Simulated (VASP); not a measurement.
Wanted: the native input for a VASP 6.6.1 run.

```yaml
Task: single point
Functional: PBE
Potentials_or_basis: VASP PAW PBE potentials, release 64 (Mo_sv)
Cutoff: 520 eV
k_mesh: 22 × 22 × 22
Occupations: gaussian, width 0.15 eV
Spin: no spin polarisation
Dipole_correction: no
Further_INCAR_settings: ALGO = Fast; EDIFF = 1e-07; NBANDS = 13
```

The structure of Mo lies in POSCAR:

```
Mo
1.0
   -1.5710000000      1.5710000000      1.6495500000
    1.5710000000     -1.5710000000      1.6495500000
    1.5710000000      1.5710000000     -1.6495500000
Mo
1
Direct
    0.0000000000      0.0000000000      0.0000000000
```

This cell differs from its parent crystal: strain +0.0500 x Voigt [0, 0, 1, 0, 0, 0].

The input as run:

INCAR

```
PREC = Accurate ; ENCUT = 520
EDIFF = 1E-7 ; ISMEAR = 0
SIGMA = 0.15 ; LREAL = F
LASPH = T ; NELM = 80
ALGO = Fast ; ISIF = 2
LWAVE = F ; LCHARG = F
GGA = PE ; NBANDS = 13
```

KPOINTS

```
Automatic mesh
0
Gamma
  22 22 22
```

Potentials or basis: VASP PAW PBE potentials, release 64 (Mo_sv).

Command:

```console
$ cat potpaw_PBE.64/Mo_sv/POTCAR > POTCAR
$ mpirun -np 1 vasp_std > vasp.out
```

Results of the run:

| Property | Result |
| --- | --- |
| Pressure | -6.8 GPa |
| Band gap on the k mesh | zero (band 7 reaches 15.60 eV, above the bottom of band 8 at 10.93 eV) |

Caveat: the cell differs from its parent crystal (strain +0.0500 x Voigt [0, 0, 1, 0, 0, 0]).

Run time: 2 min on 1 thread of Intel Xeon 6975P-C (shared host), peak memory 0.28 GiB.
